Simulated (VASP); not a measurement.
# BaFeO3: single point with LDA+U

Crystal: BaFeO3.

```
Ba Fe O
1.0
     4.02000    0.00000    0.00000
     0.00000    4.02000    0.00000
     0.00000    0.00000    4.02000
Ba Fe O
1 1 3
Direct
  0.00000 0.00000 0.00000
  0.50000 0.50000 0.50000
  0.50000 0.50000 0.00000
  0.00000 0.50000 0.50000
  0.50000 0.00000 0.50000
```

```yaml
Program: VASP 6.6.1
Task: single point
Functional: LDA
Potentials_or_basis: VASP PAW LDA potentials, release 64 (Ba_sv, Fe_sv, O)
Cutoff: 700 eV
k_mesh: 5 × 5 × 5
Occupations: gaussian, width 0.05 eV
Spin: collinear spin, ferromagnetic start
Starting_moments: "[0.0, 4.0, 0.0, 0.0, 0.0] μB"
Hubbard_terms: Fe d U = 3.0 eV
```

* Pressure: -13.4 GPa
* Band gap on the k mesh: zero (filled and empty bands overlap)
* Net moment: 4.01 μB per cell
* Site moments: Ba +0.01; Fe +3.52; O +0.08 μB
* Valence electrons inside the program's atomic spheres: Ba 7.95; Fe 13.40; O 4.92

Levels at points of the mesh, in eV from the Fermi level:
Spin up:
```tsv
k point	band 22	band 23	band 24	band 25	band 26	band 27
(0.00, 0.00, 0.00)	-1.22	-0.38	-0.38	-0.38	5.00	5.00
```
Spin down:
```
           k point  band 18  band 19  band 20  band 21  band 22  band 23
(0.00, 0.00, 0.00)    -0.21    -0.21    -0.21     0.44     0.44     0.44
```

Eigenvalues of the final occupation matrices:
| site | spin | trace | eigenvalues |
| --- | --- | --- | --- |
| site 2 d | 1 | 4.37 | 0.81 0.81 0.92 0.92 0.92 |
| site 2 d | 2 | 0.87 | 0.15 0.15 0.15 0.21 0.21 |

Wall time 60 s on 1 thread of Intel(R) Xeon(R) Platinum 8259CL CPU @ 2.50GHz (Skylake/Cascade Lake) (shared host), peak memory 0.22 GiB.

Caveat: the cell stands under tension; spin-orbit coupling is left out, which moves the levels of the heavy elements; a cell with one magnetic atom can't hold antiferromagnetic order, which such compounds often take. The state reached can hang on the start; a lower one may exist.
